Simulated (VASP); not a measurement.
# NaH (Fm-3m) in VASP: notebook

NaH is run at these levels: PBE; tasks: single point, relaxation of cell and atoms.

All numbers are computed with VASP 6.6.1; they aren't measurements. Logs are shortened: lines on timing, memory, paths and dates and some standing lists are left out, and cuts for length are marked.

### 1 The cell of the first run

Symmetry: Fm-3m, No. 225, cubic system. The conventional cell has a = 4.831 Å, b = 4.831 Å, c = 4.831 Å, α = 90.00°, β = 90.00°, γ = 90.00°. Na (site symmetry m-3m) has 6 H at 2.42 Å within 3.2 Å. H (site symmetry m-3m) has 6 Na at 2.42 Å within 3.2 Å.

### 2 Single point, PBE

Input file INCAR:

```
SYSTEM = NaH
  PREC = Accurate
  ENCUT = 520
  EDIFF = 1E-6
  ISMEAR = 0
  SIGMA = 0.02
  LREAL = .FALSE.
  LASPH = .TRUE.
  NELM = 60
  ALGO = Normal
  ISIF = 2
  LWAVE = .FALSE.
  LCHARG = .TRUE.
  GGA = PE
  LELF = .TRUE.
  LVHAR = .TRUE.
  NBANDS = 21
```

Input file KPOINTS:

```
Automatic mesh
0
G
  8 8 8
  0 0 0
```

Input file POSCAR:

```
NaH
1.0
    0.0000000000      2.4154536897     -2.4154536897
    4.8309073794      0.0000000000      0.0000000000
   -2.4154536897     -4.8309073794     -2.4154536897
Na H
3 3
Direct
    1.0000000000      0.0000000000      1.0000000000
    0.3333333333      0.3333333333      0.6666666667
    0.6666666667      0.6666666667      0.3333333333
    0.0000000000      0.5000000000      0.0000000000
    0.3333333333      0.8333333333      0.6666666667
    0.6666666667      0.1666666667      0.3333333333
```

Potentials or basis: VASP PAW PBE potentials, release 64 (Na_pv, H).

Command:

```sh
$ cat potpaw_PBE.64/Na_pv/POTCAR potpaw_PBE.64/H/POTCAR > POTCAR
$ mpirun -np 1 vasp_std > vasp.out
```

OUTCAR:

```text
SYSTEM = NaH
   PREC = Accurate
   ENCUT = 520
   EDIFF = 1E-6
   ISMEAR = 0
   LREAL = .FALSE.
   LASPH = .TRUE.
   NELM = 60
   ISIF = 2
   GGA = PE

 ion  position               nearest neighbor table
   1  0.000  0.000  0.000-
   2  0.333  0.333  0.667-
   3  0.667  0.667  0.333-
   4  0.000  0.500  0.000-
   5  0.333  0.833  0.667-
   6  0.667  0.167  0.333-

  LATTYP: Found a body centered orthorhombic cell.
 ALAT       =     3.4159673673
 B/A-ratio  =     1.4142135624
 C/A-ratio  =     3.0000000000

  Lattice vectors:

 A1 = (   2.4154536897,   4.8309073794,   2.4154536897)
 A2 = (  -2.4154536897,   2.4154536897,   4.8309073794)
 A3 = (   2.4154536897,  -4.8309073794,  -2.4154536897)

Analysis of symmetry for initial positions (statically):
=====================================================================
 Subroutine PRICEL returns following result:

  LATTYP: Found a face centered cubic cell.
 ALAT       =     4.8309073787

  Lattice vectors:

 A1 = (  -0.0000000007,   2.4154536890,  -2.4154536897)
 A2 = (   2.4154536895,   2.4154536895,   0.0000000000)
 A3 = (   2.4154536892,  -0.0000000005,  -2.4154536897)

   3 primitive cells build up your supercell.

 Routine SETGRP: Setting up the symmetry group for a
 body centered orthorhombic supercell.

 Subroutine GETGRP returns: Found  8 space group operations
 (whereof  8 operations were pure point group operations)
 out of a pool of  8 trial point group operations.

The static configuration has the point symmetry D_2h.

Analysis of symmetry for dynamics (positions and initial velocities):
=====================================================================
 Subroutine PRICEL returns following result:

  LATTYP: Found a face centered cubic cell.
 ALAT       =     4.8309073787

  Lattice vectors:

 A1 = (  -0.0000000007,   2.4154536890,  -2.4154536897)
 A2 = (   2.4154536895,   2.4154536895,   0.0000000000)
 A3 = (   2.4154536892,  -0.0000000005,  -2.4154536897)

   3 primitive cells build up your supercell.

 Routine SETGRP: Setting up the symmetry group for a
 body centered orthorhombic supercell.

 Subroutine GETGRP returns: Found  8 space group operations
 (whereof  8 operations were pure point group operations)
 out of a pool of  8 trial point group operations.

The dynamic configuration has the point symmetry D_2h.

 Subroutine INISYM returns: Found  8 space group operations
 (whereof  8 operations are pure point group operations),
 and found     3 'primitive' translations

----------------------------------------------------------------------------------------

                                     Primitive cell

  volume of cell :      28.1855

  direct lattice vectors                    reciprocal lattice vectors
    -0.000000001  2.415453689 -2.415453690    -0.207000450  0.207000450 -0.207000450
     2.415453689  2.415453689  0.000000000     0.207000450  0.207000450  0.207000450
     2.415453689 -0.000000000 -2.415453690     0.207000450 -0.207000450 -0.207000450

  length of vectors
     3.415967367  3.415967367  3.415967367     0.358535296  0.358535296  0.358535296

  position of ions in fractional coordinates (direct lattice)
     0.000000000  0.000000000  0.000000000
     0.500000000  0.500000000  0.500000000

  ion indices of the primitive-cell ions
   primitive index   ion index
                 1           1
                 2           6

----------------------------------------------------------------------------------------

 KPOINTS: Automatic mesh

Automatic generation of k-mesh.
 Grid dimensions read from file:
 generate k-points for:    8    8    8

 Generating k-lattice:

  Cartesian coordinates                     Fractional coordinates (reciprocal lattice)
     0.000000000  0.017250037 -0.034500075     0.125000000  0.000000000  0.000000000
     0.025875056 -0.008625019 -0.008625019     0.000000000  0.125000000 -0.000000000
     0.000000000 -0.017250037 -0.017250037     0.000000000  0.000000000  0.125000000

  Length of vectors
     0.038572256  0.028605951  0.024395237

  Shift w.r.t. Gamma in fractional coordinates (k-lattice)
     0.000000000  0.000000000  0.000000000

 Subroutine IBZKPT returns following result:
 ===========================================

 Found     95 irreducible k-points:

 Following reciprocal coordinates:
            Coordinates               Weight
  0.000000  0.000000  0.000000      1.000000
  0.125000  0.000000  0.000000      4.000000
  0.250000  0.000000  0.000000      4.000000
  0.375000  0.000000  0.000000      4.000000
  0.500000  0.000000  0.000000      2.000000
  0.000000  0.125000 -0.000000      4.000000
[... 16 lines left out ...]
  0.125000  0.375000 -0.000000      8.000000
  0.250000  0.375000 -0.000000      8.000000
 [... further k-points ...]
   k-points           NKPTS =     95   k-points in BZ     NKDIM =     95   number of bands    NBANDS=     21
   number of dos      NEDOS =    301   number of ions     NIONS =      6
   total plane-waves  NPLWV =  48384
   dimension x,y,z NGX =    28 NGY =   36 NGZ =   48
   dimension x,y,z NGXF=    56 NGYF=   72 NGZF=   96
   ions per type =               3   3
   NGX,Y,Z   is equivalent  to a cutoff of  13.63, 12.39, 13.49 a.u.
   NGXF,Y,Z  is equivalent  to a cutoff of  27.25, 24.78, 26.97 a.u.
 SYSTEM =  NaH
   PREC   = accura    normal or accurate (medium, high low for compatibility)
   ISTART =      0    job   : 0-new  1-cont  2-samecut
   ICHARG =      2    charge: 1-file 2-atom 10-const
   ISPIN  =      1    spin polarized calculation?
   LNONCOLLINEAR =      F non collinear calculations
   LSORBIT =      F    spin-orbit coupling
   LASPH  =      T    aspherical Exc in radial PAW
   ENCUT  =  520.0 eV  38.22 Ry    6.18 a.u.   6.35  8.98 11.00*2*pi/ulx,y,z
   NELM   =     60;   NELMIN=  2; NELMDL= -5     # of ELM steps
   EDIFF  = 0.1E-05   stopping-criterion for ELM
   LREAL  =      F    real-space projection
   EDIFFG = 0.1E-04   stopping-criterion for IOM
   NSW    =      0    number of steps for IOM
   IBRION =     -1    ionic relax: 0-MD 1-quasi-New 2-CG
   NFREE  =      0    steps in history (QN), initial steepest desc. (CG)
   ISIF   =      2    stress and relaxation
   ISYM   =      2    0-nonsym 1-usesym 2-fastsym
   POTIM  = 0.5000    time-step for ionic-motion
   TEBEG  =    0.0;   TEEND  =   0.0 temperature during run
   PSTRESS=    0.0 pullay stress
   NELECT =      24.0000    total number of electrons
   NUPDOWN=      -1.0000    fix difference up-down
   EMIN   =  10.00;   EMAX   =-10.00  energy-range for DOS
   EFERMI =   0.00;   METHOD = LEGACY
   ISMEAR =     0;   SIGMA  =   0.02  broadening in eV -4-tet -1-fermi 0-gaus
   EFERMI_NEDOS =   21; number of points for ismear=-14 and -15
   IALGO  =     38    algorithm
   IMIX   =      4    mixing-type and parameters
     AMIX     =   0.40;   BMIX     =  1.00
     AMIX_MAG =   1.60;   BMIX_MAG =  1.00
  volume/ion in A,a.u.               =      14.09        95.10
  Fermi-wavevector in a.u.,A,eV,Ry     =   1.075877  2.033113 15.748909  1.157512
  Thomas-Fermi vector in A             =   2.211746
   LORBIT       =      0    0 simple, 1 ext, 2 COOP (PROOUT), +10 PAW based schemes
   GGA     = PE    functional components
   LHFCALC =     F    Hartree Fock is set to
   AEXX    =    0.0000 exact exchange contribution
   IVDW    =     0    specifies the selected vdW correction
   LEPSILON=     F    determine dielectric tensor
   LRPA    =     F    only Hartree local field effects (RPA)
 non-spin polarized calculation
 Gauss-broadening in eV      SIGMA  =   0.02
  energy-cutoff  :      520.00
  volume of cell :       84.56
 maximum number of plane-waves:      2306
 NGX is ok and might be reduce to    28
   NGX = 13   NGY = 17   NGZ = 21

 number of electron      24.0000017 magnetization

 Free energy of the ion-electron system (eV)
  ---------------------------------------------------
  ext. energy  EPLUGINS =         0.00000000
  ---------------------------------------------------
  free energy    TOTEN  =       -15.26289128 eV

  energy without entropy =      -15.26289128  energy(sigma->0) =      -15.26289128

 E-fermi :  -0.9687     XC(G=0):  -7.7733

 val. band max:       -1.1106870473   @ k =   0.5000   0.5000   0.2500
 cond. band min:       2.6514489745   @ k =   0.5000   0.5000  -0.0000
 fundamental gap:      3.7621360218
 Fermi energy:        -0.9687298906

 k-point     1 :       0.0000    0.0000    0.0000
  band No.  band energies     occupation
      1     -23.2727      2.00000
      2     -23.2727      2.00000
      3     -23.2700      2.00000
      4     -23.2700      2.00000
      5     -23.2315      2.00000
      6     -23.2315      2.00000
[... 13 lines left out ...]
     20      11.2377      0.00000
     21      11.2377      0.00000

 k-point     2 :       0.1250    0.0000    0.0000
  band No.  band energies     occupation
      1     -23.2763      2.00000
      2     -23.2725      2.00000
      3     -23.2684      2.00000
      4     -23.2626      2.00000
      5     -23.2382      2.00000
      6     -23.2337      2.00000
[... 13 lines left out ...]
     20      12.3149      0.00000
     21      13.2351      0.00000

 k-point     3 :       0.2500    0.0000    0.0000
  band No.  band energies     occupation
      1     -23.2818      2.00000
      2     -23.2688      2.00000
      3     -23.2687      2.00000
      4     -23.2533      2.00000
      5     -23.2449      2.00000
      6     -23.2424      2.00000
[... 13 lines left out ...]
     20      10.0204      0.00000
     21      12.2901      0.00000

 k-point     4 :       0.3750    0.0000    0.0000
  band No.  band energies     occupation
      1     -23.2903      2.00000
      2     -23.2778      2.00000
      3     -23.2659      2.00000
      4     -23.2594      2.00000
      5     -23.2458      2.00000
      6     -23.2427      2.00000
[... 13 lines left out ...]
     20       8.6338      0.00000
     21      11.1438      0.00000

 k-point     5 :       0.5000    0.0000    0.0000
  band No.  band energies     occupation
      1     -23.2947      2.00000
      2     -23.2792      2.00000
      3     -23.2792      2.00000
      4     -23.2466      2.00000
      5     -23.2466      2.00000
      6     -23.2429      2.00000
[... 13 lines left out ...]
     20       9.5626      0.00000
     21       9.5684      0.00000

 k-point     6 :       0.0000    0.1250   -0.0000
  band No.  band energies     occupation
      1     -23.2846      2.00000
      2     -23.2827      2.00000
      3     -23.2584      2.00000
      4     -23.2547      2.00000
      5     -23.2330      2.00000
      6     -23.2287      2.00000
[... 13 lines left out ...]
     20      11.1190      0.00000
     21      11.6872      0.00000

 k-point     7 :       0.1250    0.1250   -0.0000
  band No.  band energies     occupation
      1     -23.2840      2.00000
      2     -23.2801      2.00000
      3     -23.2587      2.00000
      4     -23.2516      2.00000
      5     -23.2386      2.00000
      6     -23.2308      2.00000
[... 13 lines left out ...]
     20      11.4818      0.00000
     21      12.9831      0.00000
[... 291 lines left out ...]
      1     -23.2788      2.00000
      2     -23.2788      2.00000
      3     -23.2621      2.00000
      4     -23.2621      2.00000
      5     -23.2583      2.00000
      6     -23.2333      2.00000
[... 13 lines left out ...]
     20      10.4214      0.00000
     21      12.8028      0.00000

 k-point    21 :      -0.1250    0.2500   -0.0000
  band No.  band energies     occupation
      1     -23.2905      2.00000
      2     -23.2855      2.00000
      3     -23.2501      2.00000
      4     -23.2456      2.00000
      5     -23.2363      2.00000
      6     -23.2324      2.00000
[... 13 lines left out ...]
     20      10.7755      0.00000
     21      12.7544      0.00000

 k-point    22 :       0.0000    0.3750   -0.0000
  band No.  band energies     occupation
      1     -23.3023      2.00000
      2     -23.2813      2.00000
      3     -23.2490      2.00000
      4     -23.2349      2.00000
      5     -23.2301      2.00000
      6     -23.2267      2.00000
[... 13 lines left out ...]
     20      11.7218      0.00000
     21      11.9985      0.00000

 k-point    23 :       0.1250    0.3750   -0.0000
  band No.  band energies     occupation
      1     -23.2985      2.00000
      2     -23.2772      2.00000
      3     -23.2582      2.00000
      4     -23.2415      2.00000
      5     -23.2303      2.00000
      6     -23.2284      2.00000
[... 13 lines left out ...]
     20      11.5018      0.00000
     21      12.5379      0.00000

 k-point    24 :       0.2500    0.3750   -0.0000
  band No.  band energies     occupation
      1     -23.2885      2.00000
      2     -23.2832      2.00000
      3     -23.2711      2.00000
      4     -23.2438      2.00000
      5     -23.2426      2.00000
      6     -23.2367      2.00000
[... 13 lines left out ...]
     20      10.2698      0.00000
     21      12.0650      0.00000

 [... further k-points ...]

------------------------ aborting loop because EDIFF is reached ----------------------------------------

  FORCE on cell =-STRESS in cart. coord.  units (eV):
  Direction    XX          YY          ZZ          XY          YZ          ZX
  --------------------------------------------------------------------------------------
  -------------------------------------------------------------------------------------
  Total       -0.0116479     -0.0116267     -0.0116267      0.0000000      0.0003632      0.0000000
  in kB       -0.2207038     -0.2203019     -0.2203019      0.0000000      0.0068827      0.0000000
  external PRESSURE =      -0.2204359 kB  Pullay stress =       0.0000000 kB

 VOLUME and BASIS-vectors are now :
 -----------------------------------------------------------------------------
  energy-cutoff  :      520.00
  volume of cell :       84.56
      direct lattice vectors                 reciprocal lattice vectors
     0.000000000  2.415453690 -2.415453690     0.000000000  0.138000300 -0.276000600
     4.830907379  0.000000000  0.000000000     0.207000450 -0.069000150 -0.069000150
    -2.415453690 -4.830907379 -2.415453690     0.000000000 -0.138000300 -0.138000300

 POSITION                                       TOTAL-FORCE (eV/Angst)
 -----------------------------------------------------------------------------------
      0.00000      0.00000      0.00000         0.000000      0.000000      0.000000
     -0.00000     -2.41545     -2.41545        -0.000000      0.000000     -0.000000
      2.41545      0.00000     -2.41545         0.000000     -0.000000      0.000000
      2.41545      0.00000      0.00000         0.000000     -0.000000      0.000000
      2.41545     -2.41545     -2.41545         0.000000     -0.000000      0.000000
      0.00000      0.00000     -2.41545         0.000000     -0.000000      0.000000
 -----------------------------------------------------------------------------------
    total drift:                                0.000000     -0.000000     -0.000000

  FREE ENERGIE OF THE ION-ELECTRON SYSTEM (eV)
  ---------------------------------------------------
  free  energy   TOTEN  =       -15.2628912752 eV

  energy  without entropy=      -15.2628912752  energy(sigma->0) =      -15.26289128
```

Wall time 78 s (1 thread of AMD EPYC 9R45 (Zen 5), shared host); peak memory 0.24 GiB.

Results:

```yaml
Free_energy: -15.2629 eV
Pressure: 0.0 GPa
Band_gap_on_the_k_mesh: 3.76 eV
```

Levels at points of the mesh, in eV from the valence-band top:
```csv
k point,band 8,band 9,band 10,band 11,band 12,band 13,band 14,band 15,band 16,band 17
"(0.00, 0.00, 0.00)",-22.10,-22.10,-3.62,-0.26,-0.26,5.69,5.69,5.88,5.88,10.43
"(0.50, 0.00, 0.00)",-22.12,-22.12,-0.99,-0.99,-0.18,4.64,5.78,5.78,7.76,7.76
"(0.00, 0.50, 0.00)",-22.11,-22.11,-2.01,-2.01,-0.86,3.76,6.69,6.69,9.94,9.94
"(0.50, 0.50, 0.00)",-22.11,-22.11,-0.86,-0.26,-0.26,3.76,5.11,5.11,6.88,6.88
"(0.00, 0.00, 0.50)",-22.10,-22.10,-2.41,-2.41,-0.18,4.64,7.45,7.45,9.68,9.68
```

A k mesh can miss the band edges.

### 3 Single point, PBE

Input file INCAR:

```
ALGO = Normal
EDIFF = 1E-7
ENCUT = 520
GGA = PE
ISIF = 2
ISMEAR = 0
LASPH = T
LCHARG = F
LREAL = F
LWAVE = F
NBANDS = 21
NELM = 80
PREC = Accurate
SIGMA = 0.02
```

Input file KPOINTS:

```
k-points
0
Gamma
  8 8 8
```

POSCAR is that of step 2.

Potentials or basis: VASP PAW PBE potentials, release 64 (Na_pv, H).

Command:

```sh
$ cat potpaw_PBE.64/Na_pv/POTCAR potpaw_PBE.64/H/POTCAR > POTCAR
$ mpirun -np 1 vasp_std > vasp.out
```

Wall time 78 s (1 thread of AMD EPYC 9R45 (Zen 5), shared host); peak memory 0.24 GiB.

It converged, with:

- Free energy: -15.2629 eV
- Pressure: 0.0 GPa
- Band gap on the k mesh: 3.76 eV

Levels at points of the mesh, in eV from the valence-band top:
| k point | band 8 | band 9 | band 10 | band 11 | band 12 | band 13 | band 14 | band 15 | band 16 | band 17 |
| --- | --- | --- | --- | --- | --- | --- | --- | --- | --- | --- |
| (0.00, 0.00, 0.00) | -22.10 | -22.10 | -3.62 | -0.26 | -0.26 | 5.69 | 5.69 | 5.88 | 5.88 | 10.43 |
| (0.50, 0.00, 0.00) | -22.12 | -22.12 | -0.99 | -0.99 | -0.18 | 4.64 | 5.78 | 5.78 | 7.76 | 7.76 |
| (0.00, 0.50, 0.00) | -22.11 | -22.11 | -2.01 | -2.01 | -0.86 | 3.76 | 6.69 | 6.69 | 9.94 | 9.94 |
| (0.50, 0.50, 0.00) | -22.11 | -22.11 | -0.86 | -0.26 | -0.26 | 3.76 | 5.11 | 5.11 | 6.88 | 6.88 |
| (0.00, 0.00, 0.50) | -22.11 | -22.11 | -2.41 | -2.41 | -0.18 | 4.64 | 7.45 | 7.45 | 9.68 | 9.68 |

### 4 Relaxation of cell and atoms, PBE

Input file INCAR:

```
ALGO = Normal
EDIFF = 1E-6
EDIFFG = -0.015
ENCUT = 600
GGA = PE
IBRION = 2
ISIF = 3
ISMEAR = 0
LASPH = True
LCHARG = False
LREAL = False
LWAVE = False
NELM = 80
NSW = 80
PREC = Accurate
SIGMA = 0.02
```

KPOINTS is that of step 3.

POSCAR is that of step 3.

Command:

```sh
$ cat potpaw_PBE.64/Na_pv/POTCAR potpaw_PBE.64/H/POTCAR > POTCAR
$ mpirun -np 1 vasp_std > vasp.out
```

Wall time 63 s (1 thread of AMD EPYC 9R45 (Zen 5), shared host); peak memory 0.26 GiB.

The run converged. Its results:

- Free energy: -15.2639 eV
- Pressure after relaxing: 0.0 GPa
- Band gap on the k mesh: 3.76 eV

Final structure:
```yaml
crystal:
  lattice:
    - [0.00000, 2.41545, -2.41545]
    - [4.83091, 0.00000, 0.00000]
    - [-2.41545, -4.83091, -2.41545]
  atoms:
    - { symbol: Na, position: [0.00000, 0.00000, 0.00000] }
    - { symbol: Na, position: [0.33333, 0.33333, 0.66667] }
    - { symbol: Na, position: [0.66667, 0.66667, 0.33333] }
    - { symbol: H, position: [0.00000, 0.50000, 0.00000] }
    - { symbol: H, position: [0.33333, 0.83333, 0.66667] }
    - { symbol: H, position: [0.66667, 0.16667, 0.33333] }
```

Levels at points of the mesh, in eV from the valence-band top:
| k point | band 8 | band 9 | band 10 | band 11 | band 12 | band 13 | band 14 | band 15 | band 16 |
| --- | --- | --- | --- | --- | --- | --- | --- | --- | --- |
| (0.00, 0.00, 0.00) | -22.10 | -22.10 | -3.62 | -0.26 | -0.26 | 5.69 | 5.69 | 5.88 | 5.88 |
| (0.50, 0.00, 0.00) | -22.12 | -22.12 | -0.99 | -0.99 | -0.18 | 4.64 | 5.78 | 5.78 | 7.76 |
| (0.00, 0.50, 0.00) | -22.11 | -22.11 | -2.01 | -2.01 | -0.86 | 3.76 | 6.69 | 6.69 | 9.94 |
| (0.50, 0.50, 0.00) | -22.11 | -22.11 | -0.86 | -0.26 | -0.26 | 3.76 | 5.11 | 5.11 | 6.88 |
| (0.00, 0.00, 0.50) | -22.10 | -22.10 | -2.41 | -2.41 | -0.18 | 4.64 | 7.45 | 7.45 | 9.68 |

Caveat: the relaxation stopped at its first step, so nothing moved.
